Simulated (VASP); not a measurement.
# BaTe (Pm-3m) in VASP: a series of runs, part 3 of 3

VASP 6.6.1.

**6. Single point, HSE06**

File POSCAR:

```
BaTe
1.0
    4.2448181594      0.0000000000      0.0000000000
    0.0000000000      4.2448181594      0.0000000000
    0.0000000000      0.0000000000      4.2448181594
Ba Te
1 1
Direct
    0.0000000000      0.0000000000      0.0000000000
    0.5000000000      0.5000000000      0.5000000000
```

File INCAR.step1:

```
SYSTEM = BaTe
PREC = Accurate
ENCUT = 520
EDIFF = 1E-5
ISMEAR = 0
SIGMA = 0.01
LREAL = .FALSE.
LASPH = .TRUE.
NELM = 80
ALGO = Normal
ISIF = 2
LWAVE = .TRUE.
GGA = PE
NBANDS = 15
```

File INCAR.step2:

```
SYSTEM = BaTe
PREC = Accurate
ENCUT = 520
EDIFF = 1E-6
ISMEAR = 0
SIGMA = 0.01
LREAL = .FALSE.
LASPH = .TRUE.
NELM = 80
ALGO = Normal
ISIF = 2
LWAVE = .FALSE.
LCHARG = .TRUE.
GGA = PE
LHFCALC = .TRUE.
HFSCREEN = 0.2079
PRECFOCK = Normal
LELF = .TRUE.
LVHAR = .TRUE.
ISTART = 1
NBANDS = 15
```

File KPOINTS:

```
Automatic mesh
0
G
  4 4 4
  0 0 0
```

Potentials or basis: VASP PAW PBE potentials, release 64 (Ba_sv, Te).

On the command line:

```
> cat potpaw_PBE.64/Ba_sv/POTCAR potpaw_PBE.64/Te/POTCAR > POTCAR
> cp INCAR.step1 INCAR
> mpirun -np 1 vasp_std > vasp.out
> cp INCAR.step2 INCAR
> mpirun -np 1 vasp_std > vasp.out
```

OUTCAR:

```text
SYSTEM = BaTe
   PREC = Accurate
   ENCUT = 520
   EDIFF = 1E-6
   ISMEAR = 0
   LREAL = .FALSE.
   LASPH = .TRUE.
   NELM = 80
   ISIF = 2
   GGA = PE
   LHFCALC = .TRUE.
   HFSCREEN = 0.2079
   PRECFOCK = Normal
   ISTART = 1

 ion  position               nearest neighbor table
   1  0.000  0.000  0.000-   2 3.68   2 3.68   2 3.68   2 3.68   2 3.68   2 3.68   2 3.68   2 3.68

   2  0.500  0.500  0.500-   1 3.68   1 3.68   1 3.68   1 3.68   1 3.68   1 3.68   1 3.68   1 3.68

  LATTYP: Found a simple cubic cell.
 ALAT       =     4.2448181594

  Lattice vectors:

 A1 = (   4.2448181594,   0.0000000000,   0.0000000000)
 A2 = (   0.0000000000,   4.2448181594,   0.0000000000)
 A3 = (   0.0000000000,   0.0000000000,   4.2448181594)

Analysis of symmetry for initial positions (statically):
=====================================================================
 Subroutine PRICEL returns:
 Original cell was already a primitive cell.

 Routine SETGRP: Setting up the symmetry group for a
 simple cubic supercell.

 Subroutine GETGRP returns: Found 48 space group operations
 (whereof 48 operations were pure point group operations)
 out of a pool of 48 trial point group operations.

The static configuration has the point symmetry O_h .

Analysis of symmetry for dynamics (positions and initial velocities):
=====================================================================
 Subroutine PRICEL returns:
 Original cell was already a primitive cell.

 Routine SETGRP: Setting up the symmetry group for a
 simple cubic supercell.

 Subroutine GETGRP returns: Found 48 space group operations
 (whereof 48 operations were pure point group operations)
 out of a pool of 48 trial point group operations.

The dynamic configuration has the point symmetry O_h .

 Subroutine INISYM returns: Found 48 space group operations
 (whereof 48 operations are pure point group operations),
 and found     1 'primitive' translations

----------------------------------------------------------------------------------------

                                     Primitive cell

  volume of cell :      76.4852

  direct lattice vectors                    reciprocal lattice vectors
     4.244818159  0.000000000  0.000000000     0.235581352  0.000000000  0.000000000
     0.000000000  4.244818159  0.000000000     0.000000000  0.235581352  0.000000000
     0.000000000  0.000000000  4.244818159     0.000000000  0.000000000  0.235581352

  length of vectors
     4.244818159  4.244818159  4.244818159     0.235581352  0.235581352  0.235581352

  position of ions in fractional coordinates (direct lattice)
     0.000000000  0.000000000  0.000000000
     0.500000000  0.500000000  0.500000000

  ion indices of the primitive-cell ions
   primitive index   ion index
                 1           1
                 2           2

----------------------------------------------------------------------------------------

 KPOINTS: Automatic mesh

Automatic generation of k-mesh.
 Grid dimensions read from file:
 generate k-points for:    4    4    4

 Generating k-lattice:

[... 35 lines left out ...]
   NGXF,Y,Z  is equivalent  to a cutoff of  25.07, 25.07, 25.07 a.u.
 SYSTEM =  BaTe
   PREC   = accura    normal or accurate (medium, high low for compatibility)
   ISTART =      1    job   : 0-new  1-cont  2-samecut
   ICHARG =      0    charge: 1-file 2-atom 10-const
   ISPIN  =      1    spin polarized calculation?
   LNONCOLLINEAR =      F non collinear calculations
   LSORBIT =      F    spin-orbit coupling
   LASPH  =      T    aspherical Exc in radial PAW
   ENCUT  =  520.0 eV  38.22 Ry    6.18 a.u.   7.89  7.89  7.89*2*pi/ulx,y,z
   NELM   =     80;   NELMIN=  2; NELMDL=  0     # of ELM steps
   EDIFF  = 0.1E-05   stopping-criterion for ELM
   LREAL  =      F    real-space projection
   EDIFFG = 0.1E-04   stopping-criterion for IOM
   NSW    =      0    number of steps for IOM
   IBRION =     -1    ionic relax: 0-MD 1-quasi-New 2-CG
   NFREE  =      0    steps in history (QN), initial steepest desc. (CG)
   ISIF   =      2    stress and relaxation
   ISYM   =      3    0-nonsym 1-usesym 2-fastsym
   POTIM  = 0.5000    time-step for ionic-motion
   TEBEG  =    0.0;   TEEND  =   0.0 temperature during run
   PSTRESS=    0.0 pullay stress
   NELECT =      16.0000    total number of electrons
   NUPDOWN=      -1.0000    fix difference up-down
   EMIN   =  10.00;   EMAX   =-10.00  energy-range for DOS
   EFERMI =   0.00;   METHOD = LEGACY
   ISMEAR =     0;   SIGMA  =   0.01  broadening in eV -4-tet -1-fermi 0-gaus
   EFERMI_NEDOS =   21; number of points for ismear=-14 and -15
   IALGO  =     38    algorithm
   IMIX   =      1    mixing-type and parameters
     AMIX     =   0.40;   BMIX     =  1.00
     AMIX_MAG =   1.60;   BMIX_MAG =  1.00
  volume/ion in A,a.u.               =      38.24       258.07
  Fermi-wavevector in a.u.,A,eV,Ry     =   0.971827  1.836487 12.849998  0.944448
  Thomas-Fermi vector in A             =   2.102076
   LORBIT       =      0    0 simple, 1 ext, 2 COOP (PROOUT), +10 PAW based schemes
   GGA     = PE    functional components
   LHFCALC =     T    Hartree Fock is set to
   PRECFOCK=normal    Normal, Fast or Accurate (Low or Medium for compatibility)
   ENCUT4O =  -1.0   cutoff for four orbital integrals eV
   NKREDX  =     1    reduce k-point grid by
   NKREDY  =     1    reduce k-point grid by
   NKREDZ  =     1    reduce k-point grid by
   AEXX    =    0.2500 exact exchange contribution
   HFSCREEN=    0.2079 screening length (either q_TF or 0.3 A-1)
   HFSCREENC=   0.2079 screening length for correlation (either q_TF or 0.3 A-1)
   ENCUTFOCK=  -1.0 apply spherical cutoff to Coloumb kernel
   IVDW    =     0    specifies the selected vdW correction
   LEPSILON=     F    determine dielectric tensor
   LRPA    =     F    only Hartree local field effects (RPA)
 non-spin polarized calculation
 Gauss-broadening in eV      SIGMA  =   0.01
  energy-cutoff  :      520.00
  volume of cell :       76.49
 maximum number of plane-waves:      2103
 NGX is ok and might be reduce to    32
  NGX = 24; NGY = 24; NGZ = 24

 number of electron      15.9999999 magnetization

 Free energy of the ion-electron system (eV)
  ---------------------------------------------------
  ext. energy  EPLUGINS =         0.00000000
  ---------------------------------------------------
  free energy    TOTEN  =        -9.42590971 eV

  energy without entropy =       -9.42590971  energy(sigma->0) =       -9.42590971

 E-fermi :   3.5530     XC(G=0):  -7.3795

 val. band max:        3.4831550899   @ k =   0.5000   0.5000   0.0000
 cond. band min:       4.9188706563   @ k =   0.0000   0.0000   0.0000
 fundamental gap:      1.4357155664
 Fermi energy:         3.5530238680

 k-point     1 :       0.0000    0.0000    0.0000
  band No.  band energies     occupation
      1     -26.6624      2.00000
      2     -10.6316      2.00000
      3     -10.6316      2.00000
      4     -10.6316      2.00000
      5      -7.8685      2.00000
      6       3.0578      2.00000
      7       3.0578      2.00000
      8       3.0578      2.00000
      9       4.9189      0.00000
     10       4.9189      0.00000
     11       6.6126      0.00000
     12       8.9679      0.00000
     13       8.9679      0.00000
     14       8.9679      0.00000
[... 149 lines left out ...]
      2     -10.9130      2.00000
      3     -10.9130      2.00000
      4     -10.9130      2.00000
      5      -6.7748      2.00000
      6       0.2812      2.00000
      7       0.2812      2.00000
      8       0.2812      2.00000
      9       9.0057      0.00000
     10       9.0057      0.00000
     11       9.0057      0.00000
     12      10.8908      0.00000
     13      10.8908      0.00000
     14      10.8913      0.00000
     15      10.9806      0.00000

------------------------ aborting loop because EDIFF is reached ----------------------------------------

  FORCE on cell =-STRESS in cart. coord.  units (eV):
  Direction    XX          YY          ZZ          XY          YZ          ZX
  --------------------------------------------------------------------------------------
  -------------------------------------------------------------------------------------
  Total        0.0033803      0.0033803      0.0033803      0.0000000      0.0000000      0.0000000
  in kB        0.0708088      0.0708088      0.0708088      0.0000000      0.0000000      0.0000000
  external PRESSURE =       0.0708088 kB  Pullay stress =       0.0000000 kB

 VOLUME and BASIS-vectors are now :
 -----------------------------------------------------------------------------
  energy-cutoff  :      520.00
  volume of cell :       76.49
      direct lattice vectors                 reciprocal lattice vectors
     4.244818159  0.000000000  0.000000000     0.235581352  0.000000000  0.000000000
     0.000000000  4.244818159  0.000000000     0.000000000  0.235581352  0.000000000
     0.000000000  0.000000000  4.244818159     0.000000000  0.000000000  0.235581352

 POSITION                                       TOTAL-FORCE (eV/Angst)
 -----------------------------------------------------------------------------------
      0.00000      0.00000      0.00000         0.000000      0.000000      0.000000
      2.12241      2.12241      2.12241         0.000000      0.000000      0.000000
 -----------------------------------------------------------------------------------
    total drift:                               -0.000000     -0.000000     -0.000000

  FREE ENERGIE OF THE ION-ELECTRON SYSTEM (eV)
  ---------------------------------------------------
  free  energy   TOTEN  =        -9.4259097090 eV

  energy  without entropy=       -9.4259097090  energy(sigma->0) =       -9.42590971
```

It took 6.6 min on 1 thread of Intel Xeon Platinum 8259CL at 2.50GHz (Skylake/Cascade Lake), shared host; peak memory 0.3 GiB.

What came out:

| Item | Value |
| --- | --- |
| Free energy | -9.4259 eV |
| Pressure | 0.0 GPa |
| Band gap on the k mesh | 1.44 eV (least direct gap 1.65 eV) |

Levels at points of the mesh, in eV from the valence-band top:
```csv
k point,band 6,band 7,band 8,band 9,band 10,band 11
"(0.00, 0.00, 0.00)",-0.43,-0.43,-0.43,1.44,1.44,3.13
"(0.50, 0.00, 0.00)",-3.72,-0.93,-0.93,2.38,5.54,5.75
"(0.50, 0.50, 0.00)",-2.29,-2.29,0.00,1.65,3.27,3.69
"(0.50, 0.50, 0.50)",-3.20,-3.20,-3.20,5.52,5.52,5.52
```

Caveat: the PAW data sets were made with another functional, which shifts forces and pressure a little; spin-orbit coupling is left out, which moves the levels of the heavy elements.

**7. The runs side by side**

| level | potentials or basis | grid for exact exchange (PRECFOCK) | share of exact exchange | screening parameter | gap on the mesh (eV) | pressure (GPa) |
| --- | --- | --- | --- | --- | --- | --- |
| PBE | VASP PAW PBE potentials, release 64 (Ba_sv, Te) | - | - | - | 0.74 | 0.6 |
| LDA | VASP PAW LDA potentials, release 64 (Ba_sv, Te) | - | - | - | 0.61 | -2.4 |
| r2SCAN | VASP PAW PBE potentials, release 64 (Ba_sv, Te) | - | - | - | 1.09 | 0.6 |
| HSE06 | VASP PAW PBE potentials, release 64 (Ba_sv, Te) | Normal | 0.25 | 0.2079 1/Å | 1.44 | 0.0 |

Alike in all rows: task single point; no spin polarisation; cell as given; k mesh 4 × 4 × 4; cutoff (eV) 520; smearing gaussian 0.01 eV.

Caveats: spin-orbit coupling is left out, which moves the levels of the heavy elements; the PAW data sets were made with another functional, which shifts forces and pressure a little (at least some runs).

Total energies depend on the potentials used, so only differences within one code and one set of settings carry meaning.
